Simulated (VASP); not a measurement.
# HfZr6 (Pm-3m) in VASP: single point with PBE

Aim: the single point of HfZr6 with PBE.

Everything below comes from runs of VASP 6.6.1. Logs are shortened: lines on timing, memory, paths and dates and some standing lists are left out, and cuts for length are marked.

## Step 1: The cell of the first run

It takes space group Pm-3m (No. 221, cubic). Conventional cell: a = 4.908 Å, b = 4.908 Å, c = 4.908 Å, α = 90.00°, β = 90.00°, γ = 90.00°. Within 2.6 Å of Zr (site symmetry 4mm) lie 5 Zr at 1.95 to 2.09 Å. Within 4.7 Å of Hf (site symmetry m-3m) lie 24 Zr at 3.61 Å.

## Step 2: Single point, PBE

INCAR

```
PREC     = Accurate       # precision mode
ENCUT    = 520            # plane-wave cutoff, eV
EDIFF    = 1E-6           # SCF threshold, eV
ISMEAR   = 0              # smearing method
SIGMA    = 0.1            # smearing width, eV
LREAL    = False          # projectors in reciprocal space
LASPH    = True           # aspherical terms in the spheres
NELM     = 80             # most SCF steps
ALGO     = Normal         # electronic algorithm
ISIF     = 2              # what is computed and relaxed
LWAVE    = False          # write WAVECAR
LCHARG   = False          # write CHGCAR
GGA      = PE             # functional
NBANDS   = 50             # bands
```

KPOINTS

```
Automatic mesh
0
Gamma
  4 4 4
```

POSCAR

```
HfZr6
1.0
    4.9084175900      0.0000000000      0.0000000000
    0.0000000000      4.9084175900      0.0000000000
    0.0000000000      0.0000000000      4.9084175900
Zr Hf
6 1
Direct
    0.8011341100      0.5000000000      0.5000000000
    0.1988658900      0.5000000000      0.5000000000
    0.5000000000      0.5000000000      0.8011341100
    0.5000000000      0.5000000000      0.1988658900
    0.5000000000      0.1988658900      0.5000000000
    0.5000000000      0.8011341100      0.5000000000
    0.0000000000      0.0000000000      0.0000000000
```

Potentials or basis: VASP PAW PBE potentials, release 64 (Zr_sv, Hf_pv).

Command:

```console
> cat potpaw_PBE.64/Zr_sv/POTCAR potpaw_PBE.64/Hf_pv/POTCAR > POTCAR
> mpirun -np 1 vasp_std > vasp.out
```

OUTCAR:

```text
PREC = Accurate
   ENCUT = 520
   EDIFF = 1E-6
   ISMEAR = 0
   LREAL = False
   LASPH = True
   NELM = 80
   ISIF = 2
   GGA = PE

 ion  position               nearest neighbor table
   1  0.801  0.500  0.500-   2 1.95   3 2.09   4 2.09   5 2.09   6 2.09   2 2.96   7 3.61   7 3.61
                             7 3.61   7 3.61   5 3.74   4 3.74   3 3.74   3 3.74   6 3.74   4 3.74
   2  0.199  0.500  0.500-   1 1.95   3 2.09   4 2.09   5 2.09   6 2.09   1 2.96   7 3.61   7 3.61
                             7 3.61   7 3.61   5 3.74   6 3.74   4 3.74   3 3.74   3 3.74   4 3.74
   3  0.500  0.500  0.801-   4 1.95   2 2.09   1 2.09   5 2.09   6 2.09   4 2.96   7 3.61   7 3.61
                             7 3.61   7 3.61   5 3.74   6 3.74   2 3.74   6 3.74   5 3.74   1 3.74
   4  0.500  0.500  0.199-   3 1.95   2 2.09   1 2.09   5 2.09   6 2.09   3 2.96   7 3.61   7 3.61
                             7 3.61   7 3.61   2 3.74   5 3.74   6 3.74   6 3.74   5 3.74   1 3.74
   5  0.500  0.199  0.500-   6 1.95   2 2.09   3 2.09   4 2.09   1 2.09   6 2.96   7 3.61   7 3.61
                             7 3.61   7 3.61   2 3.74   1 3.74   2 3.74   3 3.74   4 3.74   1 3.74
   6  0.500  0.801  0.500-   5 1.95   2 2.09   3 2.09   4 2.09   1 2.09   5 2.96   7 3.61   7 3.61
                             7 3.61   7 3.61   4 3.74   4 3.74   3 3.74   2 3.74   1 3.74   1 3.74
   7  0.000  0.000  0.000-   1 3.61   2 3.61   3 3.61   4 3.61   5 3.61   6 3.61   1 3.61   2 3.61
                             5 3.61   6 3.61   1 3.61   2 3.61   3 3.61   4 3.61   1 3.61   2 3.61

  LATTYP: Found a simple cubic cell.
 ALAT       =     4.9084175900

  Lattice vectors:

 A1 = (   4.9084175900,   0.0000000000,   0.0000000000)
 A2 = (   0.0000000000,   4.9084175900,   0.0000000000)
 A3 = (   0.0000000000,   0.0000000000,   4.9084175900)

Analysis of symmetry for initial positions (statically):
=====================================================================
 Subroutine PRICEL returns:
 Original cell was already a primitive cell.

 Routine SETGRP: Setting up the symmetry group for a
 simple cubic supercell.

 Subroutine GETGRP returns: Found 48 space group operations
 (whereof 48 operations were pure point group operations)
 out of a pool of 48 trial point group operations.

The static configuration has the point symmetry O_h .

Analysis of symmetry for dynamics (positions and initial velocities):
=====================================================================
 Subroutine PRICEL returns:
 Original cell was already a primitive cell.

 Routine SETGRP: Setting up the symmetry group for a
 simple cubic supercell.

 Subroutine GETGRP returns: Found 48 space group operations
 (whereof 48 operations were pure point group operations)
 out of a pool of 48 trial point group operations.

The dynamic configuration has the point symmetry O_h .

 Subroutine INISYM returns: Found 48 space group operations
 (whereof 48 operations are pure point group operations),
 and found     1 'primitive' translations

----------------------------------------------------------------------------------------

                                     Primitive cell

  volume of cell :     118.2564

  direct lattice vectors                    reciprocal lattice vectors
     4.908417590  0.000000000  0.000000000     0.203731647  0.000000000  0.000000000
     0.000000000  4.908417590  0.000000000     0.000000000  0.203731647  0.000000000
     0.000000000  0.000000000  4.908417590     0.000000000  0.000000000  0.203731647

  length of vectors
     4.908417590  4.908417590  4.908417590     0.203731647  0.203731647  0.203731647

  position of ions in fractional coordinates (direct lattice)
     0.801134110  0.500000000  0.500000000
     0.198865890  0.500000000  0.500000000
     0.500000000  0.500000000  0.801134110
     0.500000000  0.500000000  0.198865890
     0.500000000  0.198865890  0.500000000
     0.500000000  0.801134110  0.500000000
     0.000000000  0.000000000  0.000000000

  ion indices of the primitive-cell ions
   primitive index   ion index
                 1           1
                 2           2
                 3           3
                 4           4
                 5           5
                 6           6
                 7           7

----------------------------------------------------------------------------------------

 KPOINTS: Automatic mesh

Automatic generation of k-mesh.
 Grid dimensions read from file:
 generate k-points for:    4    4    4

 Generating k-lattice:

  Cartesian coordinates                     Fractional coordinates (reciprocal lattice)
     0.050932912  0.000000000  0.000000000     0.250000000  0.000000000  0.000000000
     0.000000000  0.050932912  0.000000000     0.000000000  0.250000000  0.000000000
     0.000000000  0.000000000  0.050932912     0.000000000  0.000000000  0.250000000

  Length of vectors
     0.050932912  0.050932912  0.050932912

  Shift w.r.t. Gamma in fractional coordinates (k-lattice)
     0.000000000  0.000000000  0.000000000

 Subroutine IBZKPT returns following result:
 ===========================================

 Found     10 irreducible k-points:

 Following reciprocal coordinates:
            Coordinates               Weight
  0.000000  0.000000  0.000000      1.000000
  0.250000  0.000000  0.000000      6.000000
  0.500000  0.000000  0.000000      3.000000
  0.250000  0.250000  0.000000     12.000000
  0.500000  0.250000  0.000000     12.000000
  0.500000  0.500000  0.000000      3.000000
  0.250000  0.250000  0.250000      8.000000
  0.500000  0.250000  0.250000     12.000000
  0.500000  0.500000  0.250000      6.000000
  0.500000  0.500000  0.500000      1.000000
   k-points           NKPTS =     10   k-points in BZ     NKDIM =     10   number of bands    NBANDS=     50
   number of dos      NEDOS =    301   number of ions     NIONS =      7
   total plane-waves  NPLWV =  64000
   dimension x,y,z NGX =    40 NGY =   40 NGZ =   40
   dimension x,y,z NGXF=    80 NGYF=   80 NGZF=   80
   ions per type =               6   1
   NGX,Y,Z   is equivalent  to a cutoff of  13.55, 13.55, 13.55 a.u.
   NGXF,Y,Z  is equivalent  to a cutoff of  27.10, 27.10, 27.10 a.u.
 SYSTEM =  unknown system
   PREC   = accura    normal or accurate (medium, high low for compatibility)
   ISTART =      0    job   : 0-new  1-cont  2-samecut
   ICHARG =      2    charge: 1-file 2-atom 10-const
   ISPIN  =      1    spin polarized calculation?
   LNONCOLLINEAR =      F non collinear calculations
   LSORBIT =      F    spin-orbit coupling
   LASPH  =      T    aspherical Exc in radial PAW
   ENCUT  =  520.0 eV  38.22 Ry    6.18 a.u.   9.13  9.13  9.13*2*pi/ulx,y,z
   NELM   =     80;   NELMIN=  2; NELMDL= -5     # of ELM steps
   EDIFF  = 0.1E-05   stopping-criterion for ELM
   LREAL  =      F    real-space projection
   EDIFFG = 0.1E-04   stopping-criterion for IOM
   NSW    =      0    number of steps for IOM
   IBRION =     -1    ionic relax: 0-MD 1-quasi-New 2-CG
   NFREE  =      0    steps in history (QN), initial steepest desc. (CG)
   ISIF   =      2    stress and relaxation
   ISYM   =      2    0-nonsym 1-usesym 2-fastsym
   POTIM  = 0.5000    time-step for ionic-motion
   TEBEG  =    0.0;   TEEND  =   0.0 temperature during run
   PSTRESS=    0.0 pullay stress
   NELECT =      82.0000    total number of electrons
   NUPDOWN=      -1.0000    fix difference up-down
   EMIN   =  10.00;   EMAX   =-10.00  energy-range for DOS
   EFERMI =   0.00;   METHOD = LEGACY
   ISMEAR =     0;   SIGMA  =   0.10  broadening in eV -4-tet -1-fermi 0-gaus
   EFERMI_NEDOS =   21; number of points for ismear=-14 and -15
   IALGO  =     38    algorithm
   IMIX   =      4    mixing-type and parameters
     AMIX     =   0.40;   BMIX     =  1.00
     AMIX_MAG =   1.60;   BMIX_MAG =  1.00
  volume/ion in A,a.u.               =      16.89       114.00
  Fermi-wavevector in a.u.,A,eV,Ry     =   1.449010  2.738231 28.567186  2.099629
  Thomas-Fermi vector in A             =   2.566785
   LORBIT       =      0    0 simple, 1 ext, 2 COOP (PROOUT), +10 PAW based schemes
   GGA     = PE    functional components
   LHFCALC =     F    Hartree Fock is set to
   AEXX    =    0.0000 exact exchange contribution
   IVDW    =     0    specifies the selected vdW correction
   LEPSILON=     F    determine dielectric tensor
   LRPA    =     F    only Hartree local field effects (RPA)
 non-spin polarized calculation
 Gauss-broadening in eV      SIGMA  =   0.10
  energy-cutoff  :      520.00
  volume of cell :      118.26
 maximum number of plane-waves:      3218
 NGX is ok and might be reduce to    40
   NGX = 19   NGY = 19   NGZ = 19

 number of electron      82.0000002 magnetization

 Free energy of the ion-electron system (eV)
  ---------------------------------------------------
  ext. energy  EPLUGINS =         0.00000000
  ---------------------------------------------------
  free energy    TOTEN  =        -3.02978452 eV

  energy without entropy =       -2.95805945  energy(sigma->0) =       -2.99392198

 E-fermi :  11.1767     XC(G=0): -12.0364

 val. band max:       11.1602801774   @ k =   0.5000   0.2500   0.0000
 cond. band min:      11.1902131794   @ k =   0.2500   0.2500   0.0000
 fundamental gap:      0.0299330020
 Fermi energy:        11.1767365009

 k-point     1 :       0.0000    0.0000    0.0000
  band No.  band energies     occupation
      1     -41.6603      2.00000
      2     -37.6183      2.00000
      3     -37.6183      2.00000
      4     -37.1563      2.00000
      5     -37.1563      2.00000
      6     -37.1563      2.00000
[... 42 lines left out ...]
     49      13.1093      0.00000
     50      15.3598      0.00000

 k-point     2 :       0.2500    0.0000    0.0000
  band No.  band energies     occupation
      1     -41.5374      2.00000
      2     -38.4893      2.00000
      3     -37.6182      2.00000
      4     -37.1555      2.00000
      5     -37.1555      2.00000
      6     -36.3553      2.00000
[... 416 lines left out ...]
 k-point    10 :       0.5000    0.5000    0.5000
  band No.  band energies     occupation
      1     -40.5889      2.00000
      2     -38.9894      2.00000
      3     -38.9894      2.00000
      4     -38.9894      2.00000
      5     -35.1279      2.00000
      6     -35.1279      2.00000
[... 42 lines left out ...]
     49      12.5031      0.00000
     50      15.1422      0.00000

------------------------ aborting loop because EDIFF is reached ----------------------------------------

  FORCE on cell =-STRESS in cart. coord.  units (eV):
  Direction    XX          YY          ZZ          XY          YZ          ZX
  --------------------------------------------------------------------------------------
  -------------------------------------------------------------------------------------
  Total      130.1605237    130.1605237    130.1605237     -0.0000000     -0.0000000      0.0000000
  in kB     1763.4589654   1763.4589654   1763.4589654     -0.0000000     -0.0000000      0.0000000
  external PRESSURE =    1763.4589654 kB  Pullay stress =       0.0000000 kB

 VOLUME and BASIS-vectors are now :
 -----------------------------------------------------------------------------
  energy-cutoff  :      520.00
  volume of cell :      118.26
      direct lattice vectors                 reciprocal lattice vectors
     4.908417590  0.000000000  0.000000000     0.203731647  0.000000000  0.000000000
     0.000000000  4.908417590  0.000000000     0.000000000  0.203731647  0.000000000
     0.000000000  0.000000000  4.908417590     0.000000000  0.000000000  0.203731647

 POSITION                                       TOTAL-FORCE (eV/Angst)
 -----------------------------------------------------------------------------------
      3.93230      2.45421      2.45421        17.200041     -0.000000     -0.000000
      0.97612      2.45421      2.45421       -17.200041      0.000000      0.000000
      2.45421      2.45421      3.93230        -0.000000      0.000000     17.200041
      2.45421      2.45421      0.97612         0.000000      0.000000    -17.200041
      2.45421      0.97612      2.45421         0.000000    -17.200041     -0.000000
      2.45421      3.93230      2.45421        -0.000000     17.200041      0.000000
      0.00000      0.00000      0.00000        -0.000000      0.000000      0.000000
 -----------------------------------------------------------------------------------
    total drift:                                0.000000     -0.000000     -0.000000

  FREE ENERGIE OF THE ION-ELECTRON SYSTEM (eV)
  ---------------------------------------------------
  free  energy   TOTEN  =        -3.0297845153 eV

  energy  without entropy=       -2.9580594469  energy(sigma->0) =       -2.99392198
```

It took 91 s on 1 thread of AMD EPYC 7R13 (Zen 3), shared host; peak memory 0.22 GiB.

What came out:

| Property | Result |
| --- | --- |
| Free energy | -3.0298 eV |
| Pressure | 176.3 GPa |
| Largest force | 17.200 eV/Å |
| Band gap on the k mesh | zero (band 41 reaches 11.85 eV, above the bottom of band 42 at 10.82 eV) |

Forces on the atoms (eV/Å):
```
Zr   17.200   0.000   0.000
Zr  -17.200   0.000   0.000
Zr    0.000   0.000  17.200
Zr    0.000   0.000 -17.200
Zr    0.000 -17.200   0.000
Zr    0.000  17.200   0.000
Hf    0.000   0.000   0.000
```

Caveat: spin-orbit coupling is left out, which moves the levels of the heavy elements; forces of over 1 eV/Å act on the atoms, so gaps and moduli don't describe the material at rest.
